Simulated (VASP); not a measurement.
A run of VASP 6.6.1 is set up as follows.

File POSCAR:

```
Au
1.0
    2.7484100000      0.0000000000      0.0000000000
    0.0000000000      2.7484100000      0.0000000000
    0.0000000000      0.0000000000      2.7484100000
Au
1
Direct
    0.5000000000      0.5000000000      0.5000000000
```

Contents of INCAR.step1:

```
SYSTEM = Au
PREC = Accurate
ENCUT = 600
EDIFF = 1E-5
ISMEAR = -1
SIGMA = 0.05
LREAL = .False.
LASPH = .True.
NELM = 60
ALGO = Normal
LWAVE = .True.
LCHARG = .False.
GGA = PE
NBANDS = 12
```

INCAR.step2

```
SYSTEM = Au
PREC = Accurate
ENCUT = 600
EDIFF = 1E-6
ISMEAR = -1
SIGMA = 0.05
LREAL = .False.
LASPH = .True.
NELM = 60
ALGO = Normal
ISIF = 3
LWAVE = .False.
LCHARG = .False.
GGA = PE
LHFCALC = .True.
AEXX = 1.0
ALDAC = 0.0
AGGAC = 0.0
PRECFOCK = Normal
IBRION = 2
NSW = 60
EDIFFG = -0.01
ISTART = 1
```

Contents of KPOINTS:

```
Automatic mesh
0
Gamma
  5 5 5
  0 0 0
```

Potentials or basis: VASP PAW PBE potentials, release 64 (Au).

The run is started by

```sh
$ cat potpaw_PBE.64/Au/POTCAR > POTCAR
$ cp INCAR.step1 INCAR
$ mpirun -np 1 vasp_std > vasp.out
$ cp INCAR.step2 INCAR
$ mpirun -np 1 vasp_std > vasp.out
```

What does it give for the relaxed volume?

23.44 Å³/atom.

What does it give for the space group after relaxing (to 0.05 Å)?

Pm-3m (No. 221).

Step by step:
| step | energy change (eV) | largest force (eV/Å) | pressure (GPa) | volume (Å³) |
| --- | --- | --- | --- | --- |
| 1 | 0.0000 | 0.0000 | 10.26 | 20.76 |
| 2 | -0.0585 | 0.0000 | -3.04 | 25.02 |
| 3 | -0.0742 | 0.0000 | 0.06 | 23.44 |

Caveat: the k points lie up to 0.44 Å⁻¹ apart in the final cell; the PAW data sets were made with another functional, which shifts forces and pressure a little.
